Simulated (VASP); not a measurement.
Runs of VASP 6.6.1 on B. The structure is that of space group I4/mcm (No. 140), or close to it. The cells are those of the table. 

```tsv
task	cell	k mesh	cutoff (eV)	gap on the mesh (eV)	pressure (GPa)	largest force (eV/Å)
single point	a = 5.018 Å, angles 142.0, 142.0, 54.9°, 4 atoms	20 × 20 × 20	520	none	0.0	0.01
single point	a = 3.626 Å, angles 124.3, 124.3, 82.7°, 4 atoms	8 × 8 × 8	520	none	9.3	(a)
relaxation of cell and atoms	relaxed from a = 3.626 Å, angles 124.3, 124.3, 82.7°, 4 atoms	8 × 8 × 8	600	none	0.1	0.01
single point	a = 4.979 Å, angles 141.6, 141.6, 55.5°, 4 atoms	8 × 8 × 8	520	none	0.0	-
```

Alike in all rows: level PBE; potentials or basis VASP PAW PBE potentials, release 64 (B); no spin polarisation; smearing gaussian 0.1 eV.

Problem. Estimate the missing entries.

Solution. (a) 2.83.

Caveats: forces of over 1 eV/Å act on the atoms, so gaps and moduli don't describe the material at rest (some runs).

A gap of «none» marks levels without a gap at the run's occupations.
